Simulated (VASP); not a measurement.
Runs of VASP 6.6.1 on Ti2Al. The structure is that of space group P4/mmm (No. 123), or close to it. The cells are those of the table. 

| task | cell | k mesh | cutoff (eV) | gap on the mesh (eV) | pressure (GPa) | relaxed volume (Å³/atom) | largest force (eV/Å) |
| --- | --- | --- | --- | --- | --- | --- | --- |
| single point | a = 2.792, b = 2.792, c = 6.715 Å, 3 atoms | 16 × 16 × 8 | 520 | none | -0.1 | - | 0.01 |
| relaxation of cell and atoms | relaxed from a = 2.786, b = 2.786, c = 6.744 Å, 3 atoms | 16 × 16 × 8 | 600 | none | 0.0 | 17.43 | 0.01 |
| single point | a = 2.735, b = 2.735, c = 5.226 Å, 3 atoms | 6 × 6 × 4 | 520 | none | (b) | - | 3.57 |
| single point | a = 2.786, b = 2.786, c = 6.744 Å, 3 atoms | 6 × 6 × 4 | 520 | none | -0.1 | - | 0.03 |
| relaxation of cell and atoms | relaxed from a = 2.735, b = 2.735, c = 5.226 Å, 3 atoms | 6 × 6 × 4 | 600 | none | 0.0 | (a) | 0.01 |

Alike in all rows: level PBE; potentials or basis VASP PAW PBE potentials, release 64 (Ti_sv, Al); no spin polarisation; smearing gaussian 0.1 eV.

Problem. Fill in the values left out.

Solution. (a) 17.38; (b) 59.3.

Caveats: some runs use coarse meshes; forces of over 1 eV/Å act on the atoms, so gaps and moduli don't describe the material at rest (some runs); the volume moved by over 15 % at a fixed basis, so the end points are rough (some runs).

A gap of «none» marks levels without a gap at the run's occupations.
